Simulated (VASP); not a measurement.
A run of VASP 6.6.1 is set up as follows.

File POSCAR:

```
ZnO
1.0
    5.5722030297      0.0000000000      0.0000000000
    0.0000000000      5.5722030297      0.0000000000
    0.0000000000      0.0000000000      3.2910460048
Zn O
4 4
Direct
    0.3180271600      0.6819728400      0.0000000000
    0.6819728400      0.3180271600      0.0000000000
    0.8180271600      0.8180271600      0.5000000000
    0.1819728400      0.1819728400      0.5000000000
    0.3172472300      0.3172472300      0.0000000000
    0.6827527700      0.6827527700      0.0000000000
    0.1827527700      0.8172472300      0.5000000000
    0.8172472300      0.1827527700      0.5000000000
```

File INCAR.step1:

```
SYSTEM = ZnO
GGA      = PS             ! functional
ISMEAR   = 0              ! smearing method
SIGMA    = 0.03           ! smearing width, eV
LWAVE    = .False.        ! write WAVECAR
LCHARG   = .False.        ! write CHGCAR
NSW      = 80             ! ionic steps
PREC     = Accurate       ! precision mode
LASPH    = .True.         ! aspherical terms in the spheres
LREAL    = .False.        ! projectors in reciprocal space
ALGO     = Normal         ! electronic algorithm
EDIFF    = 1E-7           ! SCF threshold, eV
NELM     = 120            ! most SCF steps
GGA_COMPAT= .False.      
IBRION   = 2              ! ionic algorithm
ISIF     = 3              ! what is computed and relaxed
EDIFFG   = -0.002         ! ionic threshold
NELMIN   = 4            
ENCUT    = 840            ! plane-wave cutoff, eV
EFERMI   = MIDGAP       
KPAR     = 8            
POTIM    = 0.5            ! step
```

The input INCAR.step4:

```
SYSTEM = ZnO
GGA      = PS             ! functional
ISMEAR   = 0              ! smearing method
SIGMA    = 0.03           ! smearing width, eV
LWAVE    = .False.        ! write WAVECAR
LCHARG   = .False.        ! write CHGCAR
PREC     = Accurate       ! precision mode
LASPH    = .True.         ! aspherical terms in the spheres
LREAL    = .False.        ! projectors in reciprocal space
ALGO     = Normal         ! electronic algorithm
EDIFF    = 1E-7           ! SCF threshold, eV
NELM     = 120            ! most SCF steps
GGA_COMPAT= .False.      
ISIF     = 2              ! what is computed and relaxed
ENCUT    = 840            ! plane-wave cutoff, eV
EFERMI   = MIDGAP       
KPAR     = 8
```

KPOINTS

```
Automatic mesh
0
Gamma
  5 5 8
  0 0 0
```

Potentials or basis: VASP PAW PBE potentials, release 64 (Zn, O).

Command:

```sh
$ cat potpaw_PBE.64/Zn/POTCAR potpaw_PBE.64/O/POTCAR > POTCAR
$ cp INCAR.step1 INCAR
$ cp POSCAR.step1 POSCAR
$ mpirun -np 8 vasp_std > vasp.out
$ cp CONTCAR POSCAR
$ mpirun -np 8 vasp_std > vasp.out
$ cp CONTCAR POSCAR
$ mpirun -np 8 vasp_std > vasp.out
$ cp CONTCAR POSCAR
$ cp INCAR.step4 INCAR
$ mpirun -np 8 vasp_std > vasp.out
```

(1) Predict the space group after relaxing (to 0.1 Å).

(2) What does it give for the band gap on the k mesh?

## Answers

(1) P4_2/mnm (No. 136).

(2) 0.69 eV.
